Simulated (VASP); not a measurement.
# C in VASP: notebook

C is run at these levels: r2SCAN; tasks: single point, relaxation of cell and atoms.

All numbers are computed with VASP 6.6.1; they aren't measurements. Logs are shortened: lines on timing, memory, paths and dates and some standing lists are left out, and cuts for length are marked.

## Step 1: The cell of the first run

The typed cell holds 2 atoms: a = 2.423 Å, b = 2.423 Å, c = 3.153 Å, α = 112.61°, β = 112.61°, γ = 60.00°.

## Step 2: Single point, r2SCAN

POSCAR reads:

```
C
1.0
    2.0985843190     -1.2115936435     -0.0131121881
    2.0985843190      1.2115936435     -0.0131121881
   -1.3820314944      0.0000000000      2.8334508184
C
2
Direct
    0.8337133286      0.8337133286      0.0011548540
    0.1662866714      0.1662866714      0.9988451460
```

INCAR.step1 reads:

```
SYSTEM = C
PREC = Accurate
ENCUT = 660
ISMEAR = -1
SIGMA = 0.1
LREAL = .False.
LASPH = .True.
NELM = 120
NBANDS = 11
GGA = PE
ALGO = Normal
EDIFF = 1E-5
LWAVE = .True.
LCHARG = .False.
GGA_COMPAT = .False.
```

INCAR.step2 reads:

```
SYSTEM = C
PREC = Accurate
ENCUT = 660
EDIFF = 1E-6
ISMEAR = -1
SIGMA = 0.1
LREAL = .False.
LASPH = .True.
NELM = 120
ALGO = Normal
ISIF = 2
LWAVE = .False.
LCHARG = .True.
METAGGA = R2SCAN
LMIXTAU = .True.
LELF = .True.
LVHAR = .True.
NBANDS = 11
ISTART = 1
GGA_COMPAT = .False.
```

KPOINTS reads:

```
Automatic mesh
0
Gamma
  13 13 8
  0 0 0
```

Potentials or basis: VASP PAW PBE potentials, release 64 (C).

The run is started by

```sh
cat potpaw_PBE.64/C/POTCAR > POTCAR
cp INCAR.step1 INCAR
mpirun -np 1 vasp_std > vasp.out
cp INCAR.step2 INCAR
mpirun -np 1 vasp_std > vasp.out
```

OUTCAR:

```text
SYSTEM = C
   PREC = Accurate
   ENCUT = 660
   EDIFF = 1E-6
   ISMEAR = -1
   LREAL = .False.
   LASPH = .True.
   NELM = 120
   ISIF = 2
   METAGGA = R2SCAN
   ISTART = 1

 ion  position               nearest neighbor table
   1  0.834  0.834  0.001-   2 1.40   2 1.40   2 1.40
   2  0.166  0.166  0.999-   1 1.40   1 1.40   1 1.40

  LATTYP: Found a base centered monoclinic cell.
 ALAT       =     4.1972505636
 B/A-ratio  =     0.5773272885
 C/A-ratio  =     0.7510944152
 COS(beta)  =    -0.4439948998

  Lattice vectors:

 A1 = (   2.0985843190,  -1.2115936435,  -0.0131121881)
 A2 = (   2.0985843190,   1.2115936435,  -0.0131121881)
 A3 = (  -1.3820314944,   0.0000000000,   2.8334508184)

Analysis of symmetry for initial positions (statically):
=====================================================================
 Subroutine PRICEL returns:
 Original cell was already a primitive cell.

 Routine SETGRP: Setting up the symmetry group for a
 base centered monoclinic supercell.

 Subroutine GETGRP returns: Found  4 space group operations
 (whereof  4 operations were pure point group operations)
 out of a pool of  4 trial point group operations.

The static configuration has the point symmetry C_2h.

Analysis of symmetry for dynamics (positions and initial velocities):
=====================================================================
 Subroutine PRICEL returns:
 Original cell was already a primitive cell.

 Routine SETGRP: Setting up the symmetry group for a
 base centered monoclinic supercell.

 Subroutine GETGRP returns: Found  4 space group operations
 (whereof  4 operations were pure point group operations)
 out of a pool of  4 trial point group operations.

The dynamic configuration has the point symmetry C_2h.

 Subroutine INISYM returns: Found  4 space group operations
 (whereof  4 operations are pure point group operations),
 and found     1 'primitive' translations

----------------------------------------------------------------------------------------

                                     Primitive cell

  volume of cell :      14.3649

  direct lattice vectors                    reciprocal lattice vectors
     2.098584319 -1.211593644 -0.013112188     0.238984171 -0.412679616  0.116565867
     2.098584319  1.211593644 -0.013112188     0.238984171  0.412679616  0.116565867
    -1.382031494  0.000000000  2.833450818     0.002211865  0.000000000  0.354005392

  length of vectors
     2.423259629  2.423259629  3.152531458     0.490923111  0.490923111  0.354012302

  position of ions in fractional coordinates (direct lattice)
     0.833713329  0.833713329  0.001154854
     0.166286671  0.166286671  0.998845146

  ion indices of the primitive-cell ions
   primitive index   ion index
                 1           1
                 2           2

----------------------------------------------------------------------------------------

 KPOINTS: Automatic mesh

Automatic generation of k-mesh.
 Grid dimensions read from file:
 generate k-points for:   13   13    8

 Generating k-lattice:

  Cartesian coordinates                     Fractional coordinates (reciprocal lattice)
     0.018383398 -0.031744586  0.008966605     0.076923077 -0.000000000 -0.000000000
     0.018383398  0.031744586  0.008966605    -0.000000000  0.076923077 -0.000000000
     0.000276483  0.000000000  0.044250674    -0.000000000 -0.000000000  0.125000000

  Length of vectors
     0.037763316  0.037763316  0.044251538

  Shift w.r.t. Gamma in fractional coordinates (k-lattice)
     0.000000000  0.000000000  0.000000000

 Subroutine IBZKPT returns following result:
 ===========================================

 Found    371 irreducible k-points:

 Following reciprocal coordinates:
            Coordinates               Weight
  0.000000  0.000000  0.000000      1.000000
  0.076923  0.000000  0.000000      4.000000
  0.153846  0.000000  0.000000      4.000000
  0.230769  0.000000  0.000000      4.000000
  0.307692  0.000000  0.000000      4.000000
  0.384615 -0.000000  0.000000      4.000000
[... 16 lines left out ...]
  0.384615  0.153846  0.000000      4.000000
  0.461538  0.153846  0.000000      4.000000
 [... further k-points ...]
   k-points           NKPTS =    371   k-points in BZ     NKDIM =    371   number of bands    NBANDS=     11
   number of dos      NEDOS =    301   number of ions     NIONS =      2
   total plane-waves  NPLWV =  11200
   dimension x,y,z NGX =    20 NGY =   20 NGZ =   28
   dimension x,y,z NGXF=    40 NGYF=   40 NGZF=   56
   ions per type =               2
   NGX,Y,Z   is equivalent  to a cutoff of  13.72, 13.72, 14.77 a.u.
   NGXF,Y,Z  is equivalent  to a cutoff of  27.44, 27.44, 29.53 a.u.
 SYSTEM =  C
   PREC   = accura    normal or accurate (medium, high low for compatibility)
   ISTART =      1    job   : 0-new  1-cont  2-samecut
   ICHARG =      0    charge: 1-file 2-atom 10-const
   ISPIN  =      1    spin polarized calculation?
[... 63 lines left out ...]
      3       3.5555      2.00000
      4       3.5564      2.00000
      5      13.3041      0.00000
      6      15.7741      0.00000
      7      15.7771      0.00000
      8      19.2494      0.00000
      9      21.2201      0.00000
     10      31.6915      0.00000
     11      35.2549      0.00000

 k-point     2 :       0.0769    0.0000    0.0000
  band No.  band energies     occupation
      1     -14.8300      2.00000
      2       0.8955      2.00000
      3       2.9404      2.00000
      4       3.2372      2.00000
      5      13.5176      0.00000
      6      15.8925      0.00000
      7      16.4323      0.00000
      8      18.6667      0.00000
      9      21.4794      0.00000
     10      32.1819      0.00000
     11      33.7368      0.00000

 k-point     3 :       0.1538    0.0000    0.0000
  band No.  band energies     occupation
      1     -14.3495      2.00000
      2       1.2585      2.00000
      3       1.3797      2.00000
      4       2.4674      2.00000
      5      14.1473      0.00000
      6      15.9876      0.00000
      7      17.1970      0.00000
      8      18.2007      0.00000
      9      22.2746      0.00000
     10      30.9292      0.00000
     11      31.6204      0.00000

 k-point     4 :       0.2308    0.0000    0.0000
  band No.  band energies     occupation
      1     -13.5551      2.00000
      2      -0.7506      2.00000
      3       1.5748      2.00000
      4       1.9395      2.00000
      5      14.6708      0.00000
      6      15.4336      0.00000
      7      16.2182      0.00000
      8      20.7009      0.00000
      9      23.3770      0.00000
     10      28.7811      0.00000
     11      29.8311      0.00000

 k-point     5 :       0.3077    0.0000    0.0000
  band No.  band energies     occupation
      1     -12.4582      2.00000
      2      -3.0179      2.00000
      3       0.7839      2.00000
      4       2.8282      2.00000
      5      12.7547      0.00000
      6      15.7031      0.00000
      7      16.9790      0.00000
      8      23.5830      0.00000
      9      23.9910      0.00000
     10      27.8263      0.00000
     11      28.4678      0.00000
[... 211 lines left out ...]
 k-point    21 :       0.2308    0.1538    0.0000
  band No.  band energies     occupation
      1     -13.7825      2.00000
      2       0.3279      2.00000
      3       1.1106      2.00000
      4       1.5272      2.00000
      5      15.3774      0.00000
      6      15.6581      0.00000
      7      16.6958      0.00000
      8      19.0587      0.00000
      9      23.4665      0.00000
     10      28.3045      0.00000
     11      33.7578      0.00000

 k-point    22 :       0.3077    0.1538    0.0000
  band No.  band energies     occupation
      1     -12.9702      2.00000
      2      -1.1166      2.00000
      3       0.2477      2.00000
      4       1.6420      2.00000
      5      13.9538      0.00000
      6      16.7132      0.00000
      7      17.8565      0.00000
      8      19.4127      0.00000
      9      24.8536      0.00000
     10      26.5182      0.00000
     11      33.3501      0.00000

 k-point    23 :       0.3846    0.1538    0.0000
  band No.  band energies     occupation
      1     -11.8647      2.00000
      2      -3.0038      2.00000
      3      -0.7830      2.00000
      4       2.4757      2.00000
      5      12.2606      0.00000
      6      17.7395      0.00000
      7      18.7557      0.00000
      8      20.4830      0.00000
      9      24.1154      0.00000
     10      27.5239      0.00000
     11      32.3264      0.00000

 k-point    24 :       0.4615    0.1538    0.0000
  band No.  band energies     occupation
      1     -10.4928      2.00000
      2      -5.0715      2.00000
      3      -1.4440      2.00000
      4       3.5767      2.00000
      5      10.5942      0.00000
      6      17.9426      0.00000
      7      19.3189      0.00000
      8      21.8579      0.00000
      9      24.0332      0.00000
     10      28.0543      0.00000
     11      32.2900      0.00000

 [... further k-points ...]

------------------------ aborting loop because EDIFF is reached ----------------------------------------

  FORCE on cell =-STRESS in cart. coord.  units (eV):
  Direction    XX          YY          ZZ          XY          YZ          ZX
  --------------------------------------------------------------------------------------
  -------------------------------------------------------------------------------------
  Total        1.8309636      1.8308077      1.7352453      0.0000000      0.0000000     -0.0007402
  in kB      204.2145854    204.1971967    193.5387493      0.0000000      0.0000000     -0.0825609
  external PRESSURE =     200.6501772 kB  Pullay stress =       0.0000000 kB

 VOLUME and BASIS-vectors are now :
 -----------------------------------------------------------------------------
  energy-cutoff  :      660.00
  volume of cell :       14.36
      direct lattice vectors                 reciprocal lattice vectors
     2.098584319 -1.211593644 -0.013112188     0.238984171 -0.412679616  0.116565867
     2.098584319  1.211593644 -0.013112188     0.238984171  0.412679616  0.116565867
    -1.382031494  0.000000000  2.833450818     0.002211865  0.000000000  0.354005392

 POSITION                                       TOTAL-FORCE (eV/Angst)
 -----------------------------------------------------------------------------------
      3.49764      0.00000     -0.01859        -0.000650      0.000000     -0.000417
     -0.68250      0.00000      2.82582         0.000650      0.000000      0.000417
 -----------------------------------------------------------------------------------
    total drift:                                0.000000     -0.000000     -0.000000

  FREE ENERGIE OF THE ION-ELECTRON SYSTEM (eV)
  ---------------------------------------------------
  free  energy   TOTEN  =       -19.7171578368 eV

  energy  without entropy=      -19.7164011864  energy(sigma->0) =      -19.71677951
```

Run time: 3 min. Hardware: 1 thread of Intel Xeon Platinum 8488C (Sapphire Rapids), shared host; peak memory 0.18 GiB.

Results:

* Free energy: -19.7172 eV
* Pressure: 20.1 GPa

Stress tensor (GPa, compression positive):
```
20.42  0.00 -0.01
 0.00 20.42  0.00
-0.01  0.00 19.35
```

Caveat: the cell stands under pressure; the PAW data sets were made with another functional, which shifts forces and pressure a little.

## Step 3: Single point, r2SCAN

This run uses another cell than the first one, of 7.75 Å³/atom.

POSCAR reads:

```
C
1.0
    2.1110924538     -1.2188723027     -0.0125079232
    2.1110924538      1.2188723027     -0.0125079232
   -1.3891451159      0.0000000000      3.0191527055
C
2
Direct
    0.8334688753      0.8334688753      0.0004121573
    0.1665311247      0.1665311247      0.9995878427
```

INCAR.step1 reads:

```
  PREC = Accurate
  ENCUT = 660
  ISMEAR = -1
  SIGMA = 0.1
  LREAL = F
  LASPH = T
  NELM = 120
  NBANDS = 11
  GGA = PE
  ALGO = Normal
  EDIFF = 1E-5
  LWAVE = T
  LCHARG = F
  GGA_COMPAT = F
```

INCAR.step2 reads:

```
  PREC = Accurate
  ENCUT = 660
  EDIFF = 1E-6
  ISMEAR = -1
  SIGMA = 0.1
  LREAL = F
  LASPH = T
  NELM = 120
  ALGO = Normal
  ISIF = 2
  LWAVE = F
  LCHARG = T
  METAGGA = R2SCAN
  LMIXTAU = T
  LELF = T
  LVHAR = T
  NBANDS = 11
  ISTART = 1
  GGA_COMPAT = F
```

KPOINTS reads:

```
Automatic mesh
0
Gamma
  13 13 8
```

Potentials or basis: VASP PAW PBE potentials, release 64 (C).

The run is started by

```sh
cat potpaw_PBE.64/C/POTCAR > POTCAR
cp INCAR.step1 INCAR
mpirun -np 1 vasp_std > vasp.out
cp INCAR.step2 INCAR
mpirun -np 1 vasp_std > vasp.out
```

Run time: 2.8 min. Hardware: 1 thread of Intel Xeon Platinum 8488C (Sapphire Rapids), shared host; peak memory 0.19 GiB.

The run converged. Its results:

```yaml
Free_energy: -19.8213 eV
Pressure: 10.1 GPa
```

Stress tensor (GPa, compression positive):
```
10.38  0.00 -0.01
 0.00 10.36  0.00
-0.01  0.00  9.42
```

Caveat: the cell stands under pressure; the PAW data sets were made with another functional, which shifts forces and pressure a little.

## Step 4: Single point, r2SCAN

This run uses another cell than the first one, of 8.21 Å³/atom.

POSCAR reads:

```
C
1.0
    2.1182856243     -1.2230145639     -0.0124796726
    2.1182856243      1.2230145639     -0.0124796726
   -1.3937616873      0.0000000000      3.1786124298
C
2
Direct
    0.8333836459      0.8333836459      0.0001505074
    0.1666163541      0.1666163541      0.9998494926
```

INCAR.step1 reads:

```
SYSTEM = C
ALGO = Normal
EDIFF = 1E-5
ENCUT = 660
GGA = PE
GGA_COMPAT = .False.
ISMEAR = -1
LASPH = .True.
LCHARG = .False.
LREAL = .False.
LWAVE = .True.
NBANDS = 11
NELM = 120
PREC = Accurate
SIGMA = 0.1
```

INCAR.step2 reads:

```
SYSTEM = C
ALGO = Normal
EDIFF = 1E-6
ENCUT = 660
GGA_COMPAT = .False.
ISIF = 2
ISMEAR = -1
ISTART = 1
LASPH = .True.
LCHARG = .False.
LMIXTAU = .True.
LREAL = .False.
LWAVE = .False.
METAGGA = R2SCAN
NBANDS = 11
NELM = 120
PREC = Accurate
SIGMA = 0.1
```

KPOINTS reads:

```
k-points
0
Gamma
  13 13 8
  0 0 0
```

The run is started by

```sh
cat potpaw_PBE.64/C/POTCAR > POTCAR
cp INCAR.step1 INCAR
mpirun -np 1 vasp_std > vasp.out
cp INCAR.step2 INCAR
mpirun -np 1 vasp_std > vasp.out
```

Wall time 2.7 min (1 thread of Intel Xeon Platinum 8488C (Sapphire Rapids), shared host); peak memory 0.19 GiB.

It converged, with:

```yaml
Free_energy: -19.8646 eV
Pressure: 5.0 GPa
```

Stress tensor (GPa, compression positive):
```
5.34 0.00 0.00
0.00 5.34 0.00
0.00 0.00 4.45
```

Caveat: the cell stands under pressure; the PAW data sets were made with another functional, which shifts forces and pressure a little.

## Step 5: Single point, r2SCAN

This run uses another cell than the first one, of 9.26 Å³/atom.

POSCAR reads:

```
C
1.0
    2.1267763863     -1.2279010378     -0.0098086042
    2.1267763863      1.2279010378     -0.0098086042
   -1.3948677987      0.0000000000      3.5541572828
C
2
Direct
    0.8333342168      0.8333342168      0.0000040031
    0.1666657832      0.1666657832      0.9999959969
```

INCAR.step1 reads:

```
PREC = Accurate
ENCUT = 660
ISMEAR = -1
SIGMA = 0.1
LREAL = False
LASPH = True
NELM = 120
NBANDS = 11
GGA = PE
ALGO = Normal
EDIFF = 1E-5
LWAVE = True
LCHARG = False
GGA_COMPAT = False
```

INCAR.step2 reads:

```
PREC = Accurate
ENCUT = 660
EDIFF = 1E-6
ISMEAR = -1
SIGMA = 0.1
LREAL = False
LASPH = True
NELM = 120
ALGO = Normal
ISIF = 2
LWAVE = False
LCHARG = False
METAGGA = R2SCAN
LMIXTAU = True
NBANDS = 11
ISTART = 1
GGA_COMPAT = False
```

KPOINTS reads:

```
regular mesh
0
Gamma
  13 13 8
```

The run is started by

```sh
cat potpaw_PBE.64/C/POTCAR > POTCAR
cp INCAR.step1 INCAR
mpirun -np 1 vasp_std > vasp.out
cp INCAR.step2 INCAR
mpirun -np 1 vasp_std > vasp.out
```

Wall time 3.3 min (1 thread of Intel Xeon Platinum 8488C (Sapphire Rapids), shared host); peak memory 0.21 GiB.

It converged, with:

* Free energy: -19.8912 eV
* Pressure: 0.0 GPa

Stress tensor (GPa, compression positive):
```
 0.30  0.00 -0.01
 0.00  0.30  0.00
-0.01  0.00 -0.49
```

Caveat: the PAW data sets were made with another functional, which shifts forces and pressure a little.

## Step 6: Relaxation of cell and atoms, r2SCAN

This run uses another cell than the first one, of 9.15 Å³/atom.

POSCAR reads:

```
C
1.0
    2.1273203100     -1.2282824400      0.0000000000
    2.1273203100      1.2282824400      0.0000000000
   -1.3790696300      0.0000000000      3.5028300800
C
2
Direct
    0.8333555300      0.8333555300      0.0000930400
    0.1666444700      0.1666444700      0.9999069600
```

INCAR.step1 reads:

```
SYSTEM = C
ALGO = Normal ; EDIFF = 1E-5
EDIFFG = -0.005 ; ENCUT = 660
GGA = PE ; GGA_COMPAT = .FALSE.
IBRION = 2 ; ISIF = 3
ISMEAR = -1 ; LASPH = .TRUE.
LCHARG = .FALSE. ; LREAL = .FALSE.
LWAVE = .TRUE. ; NELM = 120
NELMIN = 4 ; NSW = 100
PREC = Accurate ; SIGMA = 0.1
```

INCAR.step2 reads:

```
SYSTEM = C
ALGO = Normal ; EDIFF = 1E-7
EDIFFG = -0.005 ; ENCUT = 660
GGA_COMPAT = .FALSE. ; IBRION = 2
ISIF = 3 ; ISMEAR = -1
ISTART = 1 ; LASPH = .TRUE.
LCHARG = .FALSE. ; LMIXTAU = .TRUE.
LREAL = .FALSE. ; LWAVE = .FALSE.
METAGGA = R2SCAN ; NELM = 120
NELMIN = 4 ; NSW = 80
PREC = Accurate ; SIGMA = 0.1
```

KPOINTS reads:

```
k-points
0
G
  13 13 8
  0 0 0
```

Potentials or basis: VASP PAW PBE potentials, release 64 (C).

The run is started by

```sh
cat potpaw_PBE.64/C/POTCAR > POTCAR
cp INCAR.step1 INCAR
mpirun -np 1 vasp_std > vasp.out
cp INCAR.step2 INCAR
mpirun -np 1 vasp_std > vasp.out
```

Run time: 34 min. Hardware: 1 thread of Intel Xeon Platinum 8488C (Sapphire Rapids), shared host; peak memory 0.19 GiB.

It converged, with:

- Free energy: -19.8912 eV
- Relaxed volume: 9.07 Å³/atom
- Relaxed cell: a = 2.456 Å, b = 2.456 Å, c = 3.739 Å, α = 108.76°, β = 108.76°, γ = 60.00°
- Space group after relaxing (to 0.1 Å): R-3m (No. 166)
- Energy gained by relaxing: 0.1 meV/atom
- Ionic steps: 15
- Pressure after relaxing: 0.0 GPa

Forces on the atoms (eV/Å):
```
C    0.001  0.000  0.003
C   -0.001  0.000 -0.003
```

Stress tensor (GPa, compression positive):
```
 0.07  0.00 -0.03
 0.00 -0.04  0.00
-0.03  0.00  0.01
```

Step by step:
```csv
step,energy change (eV),largest force (eV/Å),pressure (GPa),volume (Å³)
1,0.0000,0.0105,-0.13,18.31
2,0.0000,0.0101,0.05,18.29
3,0.0000,0.0088,0.04,18.29
4,0.0000,0.0100,-0.01,18.28
5,0.0000,0.0297,-0.13,18.26
6,0.0000,0.0271,-0.13,18.26
7,-0.0001,0.0223,-0.16,18.25
8,-0.0001,0.0254,-0.21,18.22
9,-0.0001,0.0598,-0.30,18.17
10,-0.0001,0.0335,-0.24,18.21
11,-0.0001,0.0280,-0.20,18.20
12,-0.0001,0.0120,-0.07,18.16
13,-0.0001,0.0229,0.18,18.09
14,-0.0001,0.0049,0.02,18.14
15,-0.0001,0.0029,0.01,18.14
```

Final structure:
```
C
1.0
     2.12706   -1.22817   -0.00302
     2.12706    1.22817   -0.00302
    -1.38387    0.00000    3.47342
C
2
Direct
  0.83332 0.83332 0.99999
  0.16668 0.16668 0.00001
```

Caveat: the PAW data sets were made with another functional, which shifts forces and pressure a little.

## Step 7: Summary

```tsv
task	cell	pressure (GPa)
single point	a = 2.423, b = 2.423, c = 3.153 Å, angles 112.6, 112.6, 60.0°, 2 atoms	20.1
single point	a = 2.438, b = 2.438, c = 3.323 Å, angles 111.5, 111.5, 60.0°, 2 atoms	10.1
single point	a = 2.446, b = 2.446, c = 3.471 Å, angles 110.6, 110.6, 60.0°, 2 atoms	5.0
single point	a = 2.456, b = 2.456, c = 3.818 Å, angles 108.7, 108.7, 60.0°, 2 atoms	0.0
relaxation of cell and atoms	relaxed from a = 2.456, b = 2.456, c = 3.765 Å, angles 108.5, 108.5, 60.0°, 2 atoms	0.0
```

Alike in all rows: level r2SCAN; potentials or basis VASP PAW PBE potentials, release 64 (C); no spin polarisation; k mesh 13 × 13 × 8; cutoff (eV) 660; smearing fermi-dirac 0.1 eV.

Caveats: the PAW data sets were made with another functional, which shifts forces and pressure a little; the cell stands under pressure (at least some runs).

Total energies depend on the potentials used, so only differences within one code and one set of settings carry meaning.
